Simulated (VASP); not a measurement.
A run of VASP 6.6.1 is set up as follows.

POSCAR

```
SrO
1.0
    0.0000000000      2.5798923266      2.6252984315
    2.5798923266      0.0000000000      2.6252984315
    2.5798923266      2.5798923266      0.0000000000
Sr O
1 1
Direct
    0.0000000000      0.0000000000      0.0000000000
    0.5000000000      0.5000000000      0.5000000000
```

File INCAR.step1:

```
SYSTEM = SrO
  PREC = Accurate
  ENCUT = 520
  EDIFF = 1E-5
  ISMEAR = 0
  SIGMA = 0.01
  LREAL = .FALSE.
  LASPH = .TRUE.
  NELM = 100
  ALGO = Normal
  ISIF = 2
  LWAVE = .TRUE.
  LCHARG = .FALSE.
  NBANDS = 15
  GGA = PE
```

File INCAR.step2:

```
SYSTEM = SrO
  PREC = Accurate
  ENCUT = 520
  EDIFF = 1E-6
  ISMEAR = 0
  SIGMA = 0.01
  LREAL = .FALSE.
  LASPH = .TRUE.
  NELM = 100
  ALGO = Normal
  ISIF = 2
  LWAVE = .FALSE.
  LCHARG = .FALSE.
  GGA = PE
  LHFCALC = .TRUE.
  HFSCREEN = 0.2079
  PRECFOCK = Normal
  NBANDS = 15
  ISTART = 1
```

File KPOINTS:

```
Automatic mesh
0
G
  6 6 6
  0 0 0
```

Potentials or basis: VASP PAW PBE potentials, release 64 (Sr_sv, O).

Launch:

```bash
$ cat potpaw_PBE.64/Sr_sv/POTCAR potpaw_PBE.64/O/POTCAR > POTCAR
$ cp INCAR.step1 INCAR
$ mpirun -np 1 vasp_std > vasp.out
$ cp INCAR.step2 INCAR
$ mpirun -np 1 vasp_std > vasp.out
```

(1) Estimate the pressure.

(2) What does it give for the band gap on the k mesh?

Answers

(1) -1.3 GPa.

(2) 4.71 eV (least direct gap 4.83 eV).

Caveat: the cell differs from its parent crystal (uniaxial z strain +1.8%); the PAW data sets were made with another functional, which shifts forces and pressure a little.
